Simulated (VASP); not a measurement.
# O2 in VASP: single point with PBEsol

Aim: the single point of O2 with PBEsol.

All numbers are computed with VASP 6.6.1; they aren't measurements. Logs are shortened: lines on timing, memory, paths and dates and some standing lists are left out, and cuts for length are marked.

### 1 The cell of the first run

The cell holds a molecule in a box, 2 atoms: a = 9.000 Å, b = 9.500 Å, c = 10.000 Å, α = 90.00°, β = 90.00°, γ = 90.00°.

### 2 Single point, PBEsol, collinear spin, ferromagnetic start

Input file INCAR:

```
SYSTEM = O
PREC = Accurate ; ENCUT = 520
EDIFF = 1E-6 ; ISMEAR = -1
SIGMA = 0.05 ; LREAL = .FALSE.
LASPH = .TRUE. ; NELM = 200
ALGO = Normal ; ISIF = 2
LWAVE = .FALSE. ; LCHARG = .FALSE.
ISPIN = 2 ; MAGMOM = 1 1
LORBIT = 11 ; GGA = PS
NBANDS = 17 ; GGA_COMPAT = .FALSE.
NELMDL = -8
```

Input file KPOINTS:

```
regular mesh
0
G
  1 1 1
  0 0 0
```

Input file POSCAR:

```
O
1.0
    9.0000000000      0.0000000000      0.0000000000
    0.0000000000      9.5000000000      0.0000000000
    0.0000000000      0.0000000000     10.0000000000
O
2
Direct
    0.5000000000      0.5000000000      0.4395172477
    0.5000000000      0.5000000000      0.5604827523
```

Potentials or basis: VASP PAW PBE potentials, release 64 (O).

The run is started by

```sh
> cat potpaw_PBE.64/O/POTCAR > POTCAR
> mpirun -np 1 vasp_gam > vasp.out
```

OUTCAR:

```text
SYSTEM = O
   PREC = Accurate
   ENCUT = 520
   EDIFF = 1E-6
   ISMEAR = -1
   LREAL = .FALSE.
   LASPH = .TRUE.
   NELM = 200
   ISIF = 2
   ISPIN = 2
   LORBIT = 11
   GGA = PS
   NELMDL = -8

 ion  position               nearest neighbor table
   1  0.500  0.500  0.440-   2 1.21
   2  0.500  0.500  0.560-   1 1.21

  LATTYP: Found a simple orthorhombic cell.
 ALAT       =     9.0000000000
 B/A-ratio  =     1.0555555556
 C/A-ratio  =     1.1111111111

  Lattice vectors:

 A1 = (   9.0000000000,   0.0000000000,   0.0000000000)
 A2 = (   0.0000000000,   9.5000000000,   0.0000000000)
 A3 = (   0.0000000000,   0.0000000000,  10.0000000000)

Analysis of symmetry for initial positions (statically):
=====================================================================
 Subroutine PRICEL returns:
 Original cell was already a primitive cell.

 Routine SETGRP: Setting up the symmetry group for a
 simple orthorhombic supercell.

 Subroutine GETGRP returns: Found  8 space group operations
 (whereof  8 operations were pure point group operations)
 out of a pool of  8 trial point group operations.

The static configuration has the point symmetry D_2h.

Analysis of symmetry for dynamics (positions and initial velocities):
=====================================================================
 Subroutine PRICEL returns:
 Original cell was already a primitive cell.

 Routine SETGRP: Setting up the symmetry group for a
 simple orthorhombic supercell.

 Subroutine GETGRP returns: Found  8 space group operations
 (whereof  8 operations were pure point group operations)
 out of a pool of  8 trial point group operations.

The dynamic configuration has the point symmetry D_2h.

Analysis of structural, dynamic, and magnetic symmetry:
=====================================================================
 Subroutine PRICEL returns:
 Original cell was already a primitive cell.

 Routine SETGRP: Setting up the symmetry group for a
 simple orthorhombic supercell.

 Subroutine GETGRP returns: Found  8 space group operations
 (whereof  8 operations were pure point group operations)
 out of a pool of  8 trial point group operations.

The overall configuration has the point symmetry D_2h.

 Subroutine INISYM returns: Found  8 space group operations
 (whereof  8 operations are pure point group operations),
 and found     1 'primitive' translations

----------------------------------------------------------------------------------------
[... 89 lines left out ...]
     AMIX_MAG =   1.60;   BMIX_MAG =  1.00
  volume/ion in A,a.u.               =     427.50      2884.91
  Fermi-wavevector in a.u.,A,eV,Ry     =   0.394893  0.746240  2.121703  0.155941
  Thomas-Fermi vector in A             =   1.339966
   LORBIT       =     11    0 simple, 1 ext, 2 COOP (PROOUT), +10 PAW based schemes
   GGA     = PS    functional components
   LHFCALC =     F    Hartree Fock is set to
   AEXX    =    0.0000 exact exchange contribution
   IVDW    =     0    specifies the selected vdW correction
   LEPSILON=     F    determine dielectric tensor
   LRPA    =     F    only Hartree local field effects (RPA)
 spin polarized calculation
  energy-cutoff  :      520.00
  volume of cell :      855.00
 maximum number of plane-waves:     11510
 NGX is ok and might be reduce to    70
   NGX = 33   NGY = 35   NGZ = 37

 number of electron      12.0000002 magnetization       2.0000001

 Free energy of the ion-electron system (eV)
  ---------------------------------------------------
  ext. energy  EPLUGINS =         0.00000000
  ---------------------------------------------------
  free energy    TOTEN  =       -10.26563700 eV

  energy without entropy =      -10.26563700  energy(sigma->0) =      -10.26563700

 E-fermi :  -5.4933     XC(G=0):  -0.6175

 val. band max:       -6.6211344520   @ k =   0.0000   0.0000   0.0000
 cond. band min:      -4.3577016413   @ k =   0.0000   0.0000   0.0000
 fundamental gap:      2.2634328107
 Fermi energy:        -5.4932782217

 spin component 1

 k-point     1 :       0.0000    0.0000    0.0000
  band No.  band energies     occupation
      1     -32.8713      1.00000
      2     -20.2053      1.00000
      3     -13.3796      1.00000
      4     -13.3796      1.00000
      5     -13.3627      1.00000
      6      -6.6212      1.00000
[... 9 lines left out ...]
     16       2.8081      0.00000
     17       2.8986      0.00000
 Fermi energy:        -5.4932782217

 spin component 2

 k-point     1 :       0.0000    0.0000    0.0000
  band No.  band energies     occupation
      1     -31.6235      1.00000
      2     -18.4249      1.00000
      3     -12.3318      1.00000
      4     -11.5427      1.00000
      5     -11.5427      1.00000
      6      -4.3577      0.00000
[... 9 lines left out ...]
     16       2.9747      0.00000
     17       2.9846      0.00000

------------------------ aborting loop because EDIFF is reached ----------------------------------------

  FORCE on cell =-STRESS in cart. coord.  units (eV):
  Direction    XX          YY          ZZ          XY          YZ          ZX
  --------------------------------------------------------------------------------------
  -------------------------------------------------------------------------------------
  Total       -0.0729708     -0.0727284      1.6271439      0.0000000      0.0000000      0.0000000
  in kB       -0.1367394     -0.1362852      3.0490913      0.0000000      0.0000000      0.0000000
  external PRESSURE =       0.9253556 kB  Pullay stress =       0.0000000 kB

 VOLUME and BASIS-vectors are now :
 -----------------------------------------------------------------------------
  energy-cutoff  :      520.00
  volume of cell :      855.00
      direct lattice vectors                 reciprocal lattice vectors
     9.000000000  0.000000000  0.000000000     0.111111111  0.000000000  0.000000000
     0.000000000  9.500000000  0.000000000     0.000000000  0.105263158  0.000000000
     0.000000000  0.000000000 10.000000000     0.000000000  0.000000000  0.100000000

 POSITION                                       TOTAL-FORCE (eV/Angst)
 -----------------------------------------------------------------------------------
      4.50000      4.75000      4.39517         0.000000      0.000000     -1.411900
      4.50000      4.75000      5.60483         0.000000      0.000000      1.411900
 -----------------------------------------------------------------------------------
    total drift:                                0.000000      0.000000      0.000000

  FREE ENERGIE OF THE ION-ELECTRON SYSTEM (eV)
  ---------------------------------------------------
  free  energy   TOTEN  =       -10.2656370043 eV

  energy  without entropy=      -10.2656370036  energy(sigma->0) =      -10.26563700

 total charge

# of ion       s       p       d       tot
------------------------------------------
    1        1.609   3.308   0.000   4.917
    2        1.609   3.308   0.000   4.917
--------------------------------------------------
tot          3.218   6.616   0.000   9.834

 magnetization (x)

# of ion       s       p       d       tot
------------------------------------------
    1        0.009   0.797   0.000   0.806
    2        0.009   0.797   0.000   0.806
--------------------------------------------------
tot          0.018   1.594   0.000   1.612
```

Run time: 2.6 min. Hardware: 1 thread of Intel Xeon 8259CL, shared host; peak memory 1 GiB.

Results:

| Property | Result |
| --- | --- |
| Free energy | -10.2656 eV |
| Largest force | 1.412 eV/Å |
| Gap between the frontier levels | 2.26 eV |
| Net moment | 2.00 μB per cell |
| Site moments | O +0.81 μB |
| Valence electrons inside the program's atomic spheres | O 4.92 |

Forces in eV/Å, atoms in the order of the input:
```
O    0.000  0.000 -1.412
O    0.000  0.000  1.412
```

Caveat: the standard files for N, O and F lose accuracy on very short bonds; the PAW data sets were made with another functional, which shifts forces and pressure a little.
